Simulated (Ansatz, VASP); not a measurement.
## One calculation of Mn, two programs

```
Mn
1.0
     2.51709    0.00000    0.00000
    -1.25854    2.17986    0.00000
     0.00000    0.00000    8.10289
Mn
4
Direct
  0.00000 0.00000 0.00000
  0.00000 0.00000 0.50000
  0.33333 0.66667 0.25000
  0.66667 0.33333 0.75000
```

Alike in both runs: functional BLYP; k mesh 14 × 14 × 4; occupations fermi-dirac, width 0.1 eV; no spin polarisation.

Ansatz relaxed the structure, and its values are those at the end. VASP's run is a single point on that final structure, the one shown.

|  | VASP | Ansatz |
| --- | --- | --- |
| version | VASP 6.6.1 | Ansatz 0.2.0 |
| potentials or method | VASP PAW PBE potentials, release 64 (Mn_pv), cutoff 520 eV | plane waves (420 eV) with PAW, scalar-relativistic |
| valence electrons in the cell | 52 | 60 |

```tsv
	VASP	Ansatz	Ansatz less VASP
pressure (GPa)	0.1	0.0	-0.09
```

VASP's potentials were made for PBE, not for BLYP. The functional is the same, so the differences come from potentials, cutoffs and numerics. VASP's potentials hold 52 valence electrons a cell and Ansatz's 60, so a difference there can come from the potentials and not from the codes.
